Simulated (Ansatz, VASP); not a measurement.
# NaH: VASP beside Ansatz

File INCAR:

```
  PREC = Accurate
  ENCUT = 520
  EDIFF = 1E-6
  ISMEAR = 0
  SIGMA = 0.01
  LREAL = F
  LASPH = T
  NELM = 100
  ALGO = Normal
  ISIF = 2
  LWAVE = F
  LCHARG = F
  NBANDS = 11
```

Contents of KPOINTS:

```
Automatic mesh
0
Gamma
  8 8 8
```

The input POSCAR:

```
NaH
1.0
    0.0000000000      2.3572644512      2.3572644512
    2.3572644512      0.0000000000      2.3572644512
    2.3572644512      2.3572644512      0.0000000000
Na H
1 1
Direct
    0.0000000000      0.0000000000      0.0000000000
    0.5000000000      0.5000000000      0.5000000000
```

Input for Ansatz:

```yaml
crystal:
  lattice:
    - [0.0, 2.35726445121, 2.35726445121]
    - [2.35726445121, 0.0, 2.35726445121]
    - [2.35726445121, 2.35726445121, 0.0]
  atoms:
    - { symbol: Na, position: [0.0, 0.0, 0.0] }
    - { symbol: H, position: [0.5, 0.5, 0.5] }
kpoints:
  mp_grid: { grid: [8, 8, 8] }
scf:
  occupations: { method: fixed }
  convergence: { dr2_threshold: 1.0e-10 }
hamiltonian:
  xc: lda
  pseudopotentials: { kind: all_electron, lapw: { basis_error: 0.0005 } }
output:
  forces: true
  stress: true
  eigenstates:
    kpoints:
      - [0.0, 0.0, 0.0]
      - [0.0, -0.5, 0.0]
      - [-0.5, 0.0, 0.0]
      - [0.0, 0.0, -0.5]
      - [-0.5, -0.5, -0.5]
      - [-0.25, -0.5, -0.75]
      - [-0.5, -0.25, -0.75]
      - [-0.25, -0.75, -0.5]
      - [-0.5, 0.0, -0.5]
      - [0.0, -0.5, -0.5]
      - [-0.5, -0.5, 0.0]
  eigenvalues: true
```

Alike in both runs: task single point; functional LDA; k mesh 8 × 8 × 8; no spin polarisation.

|  | VASP | Ansatz |
| --- | --- | --- |
| version | VASP 6.6.1 | Ansatz 0.2.0 |
| potentials or method | VASP PAW LDA potentials, release 64 (Na_pv, H), cutoff 520 eV | all-electron LAPW, scalar-relativistic |
| occupations | gaussian, width 0.01 eV | fixed |

```tsv
	VASP	Ansatz	Ansatz less VASP
gap on the k mesh at the Fermi level (eV)	3.52	3.52	+0.002
pressure (GPa)	-0.5	-0.4	+0.05
```

LDA's correlation is that of Perdew and Zunger in VASP and of Perdew and Wang (1992) in Ansatz. Ansatz ran all-electron here, and VASP with PAW potentials.
